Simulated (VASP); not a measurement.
# K (Im-3m) in VASP: a series of runs

K is run at these levels: PBEsol; tasks: relaxation of cell and atoms, single point.

Everything below comes from runs of VASP 6.6.1. Logs are shortened: lines on timing, memory, paths and dates and some standing lists are left out, and cuts for length are marked.

## Step 1: The cell of the first run

It takes space group Im-3m (No. 229, cubic). The conventional cell has a = 5.395 Å, b = 5.395 Å, c = 5.395 Å, α = 90.00°, β = 90.00°, γ = 90.00°.

## Step 2: Relaxation of cell and atoms, PBEsol, target pressure 2 GPa, at which the enthalpy is minimised

INCAR reads:

```
PREC = Accurate
ENCUT = 600
EDIFF = 1E-6
ISMEAR = -1
SIGMA = 0.05
LREAL = False
LASPH = True
NELM = 60
ALGO = Normal
ISIF = 3
LWAVE = False
LCHARG = False
GGA = PS
IBRION = 2
NSW = 80
EDIFFG = -0.005
PSTRESS = 20.0
```

KPOINTS reads:

```
regular mesh
0
Gamma
  7 7 7
```

POSCAR reads:

```
K
1.0
   -2.6975585167      2.6975585167      2.6975585167
    2.6975585167     -2.6975585167      2.6975585167
    2.6975585167      2.6975585167     -2.6975585167
K
1
Direct
    0.0000000000      0.0000000000      0.0000000000
```

Potentials or basis: VASP PAW PBE potentials, release 64 (K_sv).

On the command line:

```console
$ cat potpaw_PBE.64/K_sv/POTCAR > POTCAR
$ mpirun -np 1 vasp_std > vasp.out
```

OUTCAR:

```text
PREC = Accurate
   ENCUT = 600
   EDIFF = 1E-6
   ISMEAR = -1
   LREAL = False
   LASPH = True
   NELM = 60
   ISIF = 3
   GGA = PS
   IBRION = 2
   NSW = 80
   EDIFFG = -0.005
   PSTRESS = 20.0

 ion  position               nearest neighbor table
   1  0.000  0.000  0.000-

  LATTYP: Found a body centered cubic cell.
 ALAT       =     5.3951170334

  Lattice vectors:

 A1 = (  -2.6975585167,   2.6975585167,   2.6975585167)
 A2 = (   2.6975585167,  -2.6975585167,   2.6975585167)
 A3 = (   2.6975585167,   2.6975585167,  -2.6975585167)

Analysis of symmetry for initial positions (statically):
=====================================================================
 Subroutine PRICEL returns:
 Original cell was already a primitive cell.

 Routine SETGRP: Setting up the symmetry group for a
 body centered cubic supercell.

 Subroutine GETGRP returns: Found 48 space group operations
 (whereof 48 operations were pure point group operations)
 out of a pool of 48 trial point group operations.

The static configuration has the point symmetry O_h .

Analysis of symmetry for dynamics (positions and initial velocities):
=====================================================================
 Subroutine PRICEL returns:
 Original cell was already a primitive cell.

 Routine SETGRP: Setting up the symmetry group for a
 body centered cubic supercell.

 Subroutine GETGRP returns: Found 48 space group operations
 (whereof 48 operations were pure point group operations)
 out of a pool of 48 trial point group operations.

The dynamic configuration has the point symmetry O_h .

 Subroutine INISYM returns: Found 48 space group operations
 (whereof 48 operations are pure point group operations),
 and found     1 'primitive' translations

----------------------------------------------------------------------------------------

                                     Primitive cell

  volume of cell :      78.5186

  direct lattice vectors                    reciprocal lattice vectors
    -2.697558517  2.697558517  2.697558517     0.000000000  0.185352791  0.185352791
     2.697558517 -2.697558517  2.697558517     0.185352791  0.000000000  0.185352791
     2.697558517  2.697558517 -2.697558517     0.185352791  0.185352791  0.000000000

  length of vectors
     4.672308407  4.672308407  4.672308407     0.262128431  0.262128431  0.262128431

[... 54 lines left out ...]
 -0.428571  0.428571  0.428571      6.000000
   k-points           NKPTS =     20   k-points in BZ     NKDIM =     20   number of bands    NBANDS=      8
   number of dos      NEDOS =    301   number of ions     NIONS =      1
   total plane-waves  NPLWV =  64000
   dimension x,y,z NGX =    40 NGY =   40 NGZ =   40
   dimension x,y,z NGXF=    80 NGYF=   80 NGZF=   80
   ions per type =               1
   NGX,Y,Z   is equivalent  to a cutoff of  14.23, 14.23, 14.23 a.u.
   NGXF,Y,Z  is equivalent  to a cutoff of  28.46, 28.46, 28.46 a.u.
 SYSTEM =  unknown system
   PREC   = accura    normal or accurate (medium, high low for compatibility)
   ISTART =      0    job   : 0-new  1-cont  2-samecut
   ICHARG =      2    charge: 1-file 2-atom 10-const
   ISPIN  =      1    spin polarized calculation?
   LNONCOLLINEAR =      F non collinear calculations
   LSORBIT =      F    spin-orbit coupling
   LASPH  =      T    aspherical Exc in radial PAW
   ENCUT  =  600.0 eV  44.10 Ry    6.64 a.u.   9.33  9.33  9.33*2*pi/ulx,y,z
   NELM   =     60;   NELMIN=  2; NELMDL= -5     # of ELM steps
   EDIFF  = 0.1E-05   stopping-criterion for ELM
   LREAL  =      F    real-space projection
   EDIFFG = -.5E-02   stopping-criterion for IOM
   NSW    =     80    number of steps for IOM
   IBRION =      2    ionic relax: 0-MD 1-quasi-New 2-CG
   NFREE  =      1    steps in history (QN), initial steepest desc. (CG)
   ISIF   =      3    stress and relaxation
   ISYM   =      2    0-nonsym 1-usesym 2-fastsym
   POTIM  = 0.5000    time-step for ionic-motion
   TEBEG  =    0.0;   TEEND  =   0.0 temperature during run
   PSTRESS=   20.0 pullay stress
   NELECT =       9.0000    total number of electrons
   NUPDOWN=      -1.0000    fix difference up-down
   EMIN   =  10.00;   EMAX   =-10.00  energy-range for DOS
   EFERMI =   0.00;   METHOD = LEGACY
   ISMEAR =    -1;   SIGMA  =   0.05  broadening in eV -4-tet -1-fermi 0-gaus
   EFERMI_NEDOS =   21; number of points for ismear=-14 and -15
   IALGO  =     38    algorithm
   IMIX   =      4    mixing-type and parameters
     AMIX     =   0.40;   BMIX     =  1.00
     AMIX_MAG =   1.60;   BMIX_MAG =  1.00
  volume/ion in A,a.u.               =      78.52       529.87
  Fermi-wavevector in a.u.,A,eV,Ry     =   0.795240  1.502785  8.604411  0.632406
  Thomas-Fermi vector in A             =   1.901529
   LORBIT       =      0    0 simple, 1 ext, 2 COOP (PROOUT), +10 PAW based schemes
   GGA     = PS    functional components
   LHFCALC =     F    Hartree Fock is set to
   AEXX    =    0.0000 exact exchange contribution
   IVDW    =     0    specifies the selected vdW correction
   LEPSILON=     F    determine dielectric tensor
   LRPA    =     F    only Hartree local field effects (RPA)
 conjugate gradient relaxation of ions
 non-spin polarized calculation
  energy-cutoff  :      600.00
  volume of cell :       78.52
 maximum number of plane-waves:      2659
 NGX is ok and might be reduce to    40
   NGX = 19   NGY = 19   NGZ = 19

--------------------------------------- Ionic step        1  -------------------------------------------

 number of electron       9.0000001 magnetization

 Free energy of the ion-electron system (eV)
  ---------------------------------------------------
  ext. energy  EPLUGINS =         0.00000000
  ---------------------------------------------------
  free energy    TOTEN  =        -1.13035145 eV

  energy without entropy =       -1.12318362  energy(sigma->0) =       -1.12676753

 E-fermi :  -0.3085     XC(G=0):  -5.5367

 val. band max:       -0.3746162732   @ k =  -0.2857   0.4286   0.1429
 cond. band min:      -0.1797114677   @ k =  -0.4286   0.4286   0.1429
 fundamental gap:      0.1949048055
 Fermi energy:        -0.3084794165

 k-point     1 :       0.0000    0.0000    0.0000
  band No.  band energies     occupation
      1     -32.3395      2.00000
      2     -15.8534      2.00000
      3     -15.8534      2.00000
      4     -15.8534      2.00000
      5      -2.3668      2.00000
      6       3.9296      0.00000
      7       3.9296      0.00000
      8       3.9296      0.00000
[... 354 lines left out ...]
--------------------------------------- Ionic step        5  -------------------------------------------

 number of electron       9.0000000 magnetization

 Free energy of the ion-electron system (eV)
  ---------------------------------------------------
  ext. energy  EPLUGINS =         0.00000000
  ---------------------------------------------------
  free energy    TOTEN  =        -1.04734764 eV

  energy without entropy =       -1.04114357  energy(sigma->0) =       -1.04424561

 E-fermi :   0.7044     XC(G=0):  -6.6305

 val. band max:        0.6419451416   @ k =  -0.2857   0.4286   0.1429
 cond. band min:       0.8566261655   @ k =  -0.4286   0.4286   0.1429
 fundamental gap:      0.2146810238
 Fermi energy:         0.7043669056

 k-point     1 :       0.0000    0.0000    0.0000
  band No.  band energies     occupation
      1     -31.1389      2.00000
      2     -14.5969      2.00000
      3     -14.5969      2.00000
      4     -14.5969      2.00000
      5      -1.9643      2.00000
      6       5.2894      0.00000
      7       5.2894      0.00000
      8       5.2894      0.00000
[... 239 lines left out ...]
  energy  without entropy=       -1.0411435742  energy(sigma->0) =       -1.04424561

  enthalpy is  TOTEN    =        -0.3956549608 eV   P V=        0.6516926819

 reached required accuracy - stopping structural energy minimisation
```

OSZICAR:

```text
N       E                     dE             d eps       ncg     rms          rms(c)
DAV:   1     0.497200286397E+02    0.49720E+02   -0.38757E+03   320   0.954E+02
DAV:   2     0.617227227150E+00   -0.49103E+02   -0.47126E+02   328   0.213E+02
DAV:   3    -0.108939528387E+01   -0.17066E+01   -0.17059E+01   504   0.368E+01
[... 42 lines left out ...]
DAV:   4    -0.104729122047E+01   -0.18626E-03   -0.61272E-04   520   0.191E-01    0.107E-01
DAV:   5    -0.104735218427E+01   -0.60964E-04   -0.64908E-04   456   0.165E-01    0.235E-02
DAV:   6    -0.104734924535E+01    0.29389E-05   -0.94685E-06   464   0.271E-02    0.107E-02
DAV:   7    -0.104734792751E+01    0.13178E-05   -0.61173E-07   248   0.826E-03    0.314E-03
DAV:   8    -0.104734764270E+01    0.28481E-06   -0.32354E-07   216   0.495E-03
   5 F= -.39565496E+00 E0= -.39255293E+00  d E =-.245452E+00
```

CONTCAR:

```text
K
   1.00000000000000
    -2.3544410068527211    2.3544410068527211    2.3544410068527211
     2.3544410068527211   -2.3544410068527211    2.3544410068527211
     2.3544410068527211    2.3544410068527211   -2.3544410068527211
  K
     1
Direct
     0.0000000000000000    0.0000000000000000    0.0000000000000000

  0.00000000E+00  0.00000000E+00  0.00000000E+00
```

Wall time 40 s (1 thread of Intel Xeon 6975P-C (Granite Rapids), shared host); peak memory 0.23 GiB.

Results:

* Free energy: -1.0473 eV
* Relaxed volume: 52.21 Å³/atom
* Relaxed cell: a = 4.078 Å, b = 4.078 Å, c = 4.078 Å, α = 109.47°, β = 109.47°, γ = 109.47°
* Space group after relaxing (to 0.05 Å): Im-3m (No. 229)
* Energy change on relaxing (the enthalpy is what falls): +83.0 meV/atom
* Ionic steps: 5
* Pressure after relaxing: 2.0 GPa

Step by step:
```
step  energy change (eV)  largest force (eV/Å)  pressure (GPa)  volume (Å³)
   1              0.0000                0.0000           -0.31        78.52
   2             -0.0045                0.0000            0.27        66.32
   3              0.0426                0.0000            1.32        56.13
   4              0.0924                0.0000            2.14        51.48
   5              0.0830                0.0000            2.00        52.21
```

Final structure:
```
K
1.0
    -2.35444    2.35444    2.35444
     2.35444   -2.35444    2.35444
     2.35444    2.35444   -2.35444
K
1
Direct
  0.00000 0.00000 0.00000
```

Levels at points of the mesh, in eV from the Fermi level:
| k point | band 3 | band 4 | band 5 | band 6 | band 7 | band 8 |
| --- | --- | --- | --- | --- | --- | --- |
| (0.00, 0.00, 0.00) | -15.30 | -15.30 | -2.67 | 4.59 | 4.59 | 4.59 |

Caveat: the cell is relaxed towards a set pressure, so the enthalpy falls and the energy may rise; the volume moved by over 15 % at a fixed basis, so the end points are rough; the PAW data sets were made with another functional, which shifts forces and pressure a little.

(Part 1 of 2 ends here.)
